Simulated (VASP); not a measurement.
Input of a VASP 6.6.1 run:

Contents of INCAR:

```
SYSTEM = Pt
PREC = Accurate
ENCUT = 600
EDIFF = 1E-8
ISMEAR = -1
SIGMA = 0.05
LREAL = .False.
LASPH = .True.
NELM = 100
ALGO = Fast
ISIF = 3
LWAVE = .False.
LCHARG = .False.
GGA = PE
NBANDS = 11
IBRION = 6
NFREE = 2
POTIM = 0.015
NSW = 1
```

File KPOINTS:

```
Automatic mesh
0
Gamma
  9 9 9
  0 0 0
```

POSCAR

```
Pt
1.0
    0.0000000000      1.9609000000      1.9609000000
    1.9609000000      0.0000000000      1.9609000000
    1.9609000000      1.9609000000      0.0000000000
Pt
1
Direct
    0.0000000000      0.0000000000      0.0000000000
```

Potentials or basis: VASP PAW PBE potentials, release 64 (Pt).

Command:

```sh
$ cat potpaw_PBE.64/Pt/POTCAR > POTCAR
$ mpirun -np 1 vasp_std > vasp.out
```

(1) What does it give for the elastic constants C11, C12, C44?

(2) Predict the Voigt bulk modulus.

Answers

(1) 383, 246, 82 GPa.

(2) 292 GPa.

Caveat: the cell is under stress, which shifts elastic constants.
